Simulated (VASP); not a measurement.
# Cr (Pm-3m) in VASP: notebook, part 2 of 2

VASP 6.6.1. Earlier steps stand in the parts before.

## Step 4: Single point, RPBE (volume scaled by 1.08)

INCAR

```
PREC = Accurate
ENCUT = 520
EDIFF = 1E-6
ISMEAR = -1
SIGMA = 0.1
LREAL = F
LASPH = T
NELM = 100
ALGO = Normal
ISIF = 2
LWAVE = F
LCHARG = T
GGA = RP
LELF = T
LVHAR = T
NBANDS = 12
```

KPOINTS

```
regular mesh
0
Gamma
  15 15 15
```

POSCAR

```
Cr
1.0
    2.4188470916      0.0000000000      0.0000000000
    0.0000000000      2.4188470916      0.0000000000
    0.0000000000      0.0000000000      2.4188470916
Cr
1
Direct
    0.0000000000      0.0000000000      0.0000000000
```

Potentials or basis: VASP PAW PBE potentials, release 64 (Cr_pv).

Launch:

```sh
cat potpaw_PBE.64/Cr_pv/POTCAR > POTCAR
mpirun -np 1 vasp_std > vasp.out
```

OUTCAR:

```text
PREC = Accurate
   ENCUT = 520
   EDIFF = 1E-6
   ISMEAR = -1
   LREAL = F
   LASPH = T
   NELM = 100
   ISIF = 2
   GGA = RP

 ion  position               nearest neighbor table
   1  0.000  0.000  0.000-

  LATTYP: Found a simple cubic cell.
 ALAT       =     2.4188470916

  Lattice vectors:

 A1 = (   2.4188470916,   0.0000000000,   0.0000000000)
 A2 = (   0.0000000000,   2.4188470916,   0.0000000000)
 A3 = (   0.0000000000,   0.0000000000,   2.4188470916)

Analysis of symmetry for initial positions (statically):
=====================================================================
 Subroutine PRICEL returns:
 Original cell was already a primitive cell.

 Routine SETGRP: Setting up the symmetry group for a
 simple cubic supercell.

 Subroutine GETGRP returns: Found 48 space group operations
 (whereof 48 operations were pure point group operations)
 out of a pool of 48 trial point group operations.

The static configuration has the point symmetry O_h .

Analysis of symmetry for dynamics (positions and initial velocities):
=====================================================================
[... 159 lines left out ...]
 cond. band min:       8.5147728152   @ k =   0.3333   0.3333   0.2000
 fundamental gap:      0.0129447348
 Fermi energy:         8.5061793610

 k-point     1 :       0.0000    0.0000    0.0000
  band No.  band energies     occupation
      1     -34.1960      2.00000
      2     -34.1960      2.00000
      3     -34.1960      2.00000
      4       1.5415      2.00000
      5       5.7302      2.00000
      6       5.7302      2.00000
      7      10.6793      0.00000
      8      10.6793      0.00000
      9      10.6793      0.00000
     10      16.0323      0.00000
     11      26.9145      0.00000
     12      26.9145      0.00000
[... 331 lines left out ...]
 k-point    24 :       0.3333    0.2000    0.0000
  band No.  band energies     occupation
      1     -34.7351      2.00000
      2     -34.4025      2.00000
      3     -34.1244      2.00000
      4       4.9179      2.00000
      5       6.5691      2.00000
      6       7.6186      1.99972
      7       9.4847      0.00011
      8       9.5395      0.00007
      9      10.2322      0.00000
     10      16.0270      0.00000
     11      17.8004      0.00000
     12      24.0519      0.00000

 [... further k-points ...]
[... 5 lines left out ...]
  --------------------------------------------------------------------------------------
  -------------------------------------------------------------------------------------
  Total       -0.9888015     -0.9888015     -0.9888015      0.0000000     -0.0000000      0.0000000
  in kB     -111.9423568   -111.9423568   -111.9423568      0.0000000     -0.0000000      0.0000000
  external PRESSURE =    -111.9423568 kB  Pullay stress =       0.0000000 kB

 VOLUME and BASIS-vectors are now :
 -----------------------------------------------------------------------------
  energy-cutoff  :      520.00
  volume of cell :       14.15
      direct lattice vectors                 reciprocal lattice vectors
     2.418847092  0.000000000  0.000000000     0.413420097  0.000000000  0.000000000
     0.000000000  2.418847092  0.000000000     0.000000000  0.413420097  0.000000000
     0.000000000  0.000000000  2.418847092     0.000000000  0.000000000  0.413420097

 POSITION                                       TOTAL-FORCE (eV/Angst)
 -----------------------------------------------------------------------------------
      0.00000      0.00000      0.00000         0.000000      0.000000      0.000000
 -----------------------------------------------------------------------------------
    total drift:                               -0.000000      0.000000      0.000000

  FREE ENERGIE OF THE ION-ELECTRON SYSTEM (eV)
  ---------------------------------------------------
  free  energy   TOTEN  =        -7.9609457721 eV

  energy  without entropy=       -7.9080278734  energy(sigma->0) =       -7.93448682
```

It took 8.4 s on 1 thread of Intel Xeon 6975P-C (Granite Rapids), shared host; peak memory 0.13 GiB.

What came out:

```yaml
Free_energy: -7.9609 eV
Pressure: -11.2 GPa
Band_gap_on_the_k_mesh: zero (band 6 reaches 9.43 eV, above the bottom of band 7 at 7.94 eV)
```

Levels at points of the mesh, in eV from the Fermi level:
| k point | band 2 | band 3 | band 4 | band 5 | band 6 | band 7 | band 8 | band 9 | band 10 | band 11 |
| --- | --- | --- | --- | --- | --- | --- | --- | --- | --- | --- |
| (0.00, 0.00, 0.00) | -42.70 | -42.70 | -6.96 | -2.78 | -2.78 | 2.17 | 2.17 | 2.17 | 7.53 | 18.41 |

Caveat: the cell differs from its parent crystal (volume scaled by 1.08); the PAW data sets were made with another functional, which shifts forces and pressure a little; the run has no spin polarisation, though such a crystal can be magnetic. Spin polarisation is off, so any magnetic state and its effect on volume and gap are missing.

## Step 5: Single point, RPBE (volume scaled by 1.12)

INCAR

```
SYSTEM = Cr
PREC = Accurate ; ENCUT = 520
EDIFF = 1E-7 ; ISMEAR = -1
SIGMA = 0.1 ; LREAL = .FALSE.
LASPH = .TRUE. ; NELM = 100
ALGO = Normal ; ISIF = 2
LWAVE = .FALSE. ; LCHARG = .FALSE.
GGA = RP ; NBANDS = 12
```

KPOINTS

```
Automatic mesh
0
G
  15 15 15
  0 0 0
```

POSCAR

```
Cr
1.0
    2.4483481343      0.0000000000      0.0000000000
    0.0000000000      2.4483481343      0.0000000000
    0.0000000000      0.0000000000      2.4483481343
Cr
1
Direct
    0.0000000000      0.0000000000      0.0000000000
```

Launch:

```sh
cat potpaw_PBE.64/Cr_pv/POTCAR > POTCAR
mpirun -np 1 vasp_std > vasp.out
```

It took 8.3 s on 1 thread of Intel Xeon 6975P-C (Granite Rapids), shared host; peak memory 0.13 GiB.

It converged, with:

- Free energy: -7.9174 eV
- Pressure: -15.4 GPa
- Band gap on the k mesh: zero (band 6 reaches 8.96 eV, above the bottom of band 7 at 7.55 eV)

Levels at points of the mesh, in eV from the Fermi level:
```csv
k point,band 2,band 3,band 4,band 5,band 6,band 7,band 8,band 9,band 10,band 11
"(0.00, 0.00, 0.00)",-42.74,-42.74,-6.82,-2.65,-2.65,2.07,2.07,2.07,7.50,17.98
```

Caveat: the cell differs from its parent crystal (volume scaled by 1.12); the PAW data sets were made with another functional, which shifts forces and pressure a little; the run has no spin polarisation, though such a crystal can be magnetic.

## Step 6: Single point, RPBE, collinear spin, ferromagnetic start

This run uses another cell than the first one, of 13.08 Å³/atom, 0.998 times its volume.

INCAR

```
ALGO = Normal
EDIFF = 1E-6
ENCUT = 520
GGA = RP
ISIF = 2
ISMEAR = -1
ISPIN = 2
LASPH = T
LCHARG = F
LMAXMIX = 4
LORBIT = 11
LREAL = F
LWAVE = F
MAGMOM = 1.5
NBANDS = 16
NELM = 150
PREC = Accurate
SIGMA = 0.05
```

KPOINTS

```
k-points
0
Gamma
  13 13 13
```

POSCAR

```
Cr
1.0
    2.3559356332      0.0000000000      0.0000000000
    0.0000000000      2.3559356332      0.0000000000
    0.0000000000      0.0000000000      2.3559356332
Cr
1
Direct
    0.0000000000      0.0000000000      0.0000000000
```

Potentials or basis: VASP PAW PBE potentials, release 64 (Cr_pv).

Launch:

```sh
cat potpaw_PBE.64/Cr_pv/POTCAR > POTCAR
mpirun -np 1 vasp_std > vasp.out
```

Run time: 48 s. Hardware: 1 thread of Intel Xeon 8259CL, shared host; peak memory 0.14 GiB.

Results (log left out):

```
Free energy                                           : -7.9949 eV
Pressure                                              : -0.2 GPa
Band gap on the k mesh                                : zero (filled and empty bands overlap)
Net moment                                            : 0.00 μB per cell
Valence electrons inside the program's atomic spheres : Cr 11.05
```

Levels at points of the mesh, in eV from the Fermi level:
Spin up:
```tsv
k point	band 4	band 5	band 6	band 7	band 8	band 9
(0.00, 0.00, 0.00)	-7.31	-3.13	-3.13	2.36	2.36	2.36
```
Spin down:
| k point | band 2 | band 3 | band 4 | band 5 | band 6 | band 7 | band 8 | band 9 | band 10 | band 11 |
| --- | --- | --- | --- | --- | --- | --- | --- | --- | --- | --- |
| (0.00, 0.00, 0.00) | -42.66 | -42.66 | -7.31 | -3.13 | -3.13 | 2.36 | 2.36 | 2.36 | 7.53 | 19.32 |

Caveat: the starting moments collapsed, and a magnetic state may lie lower; the PAW data sets were made with another functional, which shifts forces and pressure a little.

## Step 7: Overview

| cell | gap on the mesh (eV) | pressure (GPa) |
| --- | --- | --- |
| a = 2.358 Å, 1 atom | none | 0.5 |
| a = 2.389 Å, 1 atom | none | -5.9 |
| a = 2.419 Å, 1 atom | none | -11.2 |
| a = 2.448 Å, 1 atom | none | -15.4 |

Alike in all rows: task single point; level RPBE; potentials or basis VASP PAW PBE potentials, release 64 (Cr_pv); no spin polarisation; k mesh 15 × 15 × 15; cutoff (eV) 520; smearing fermi-dirac 0.1 eV.

Caveats: the PAW data sets were made with another functional, which shifts forces and pressure a little; the run has no spin polarisation, though such a crystal can be magnetic.

Absolute energies hang on the potentials; compare differences alone.
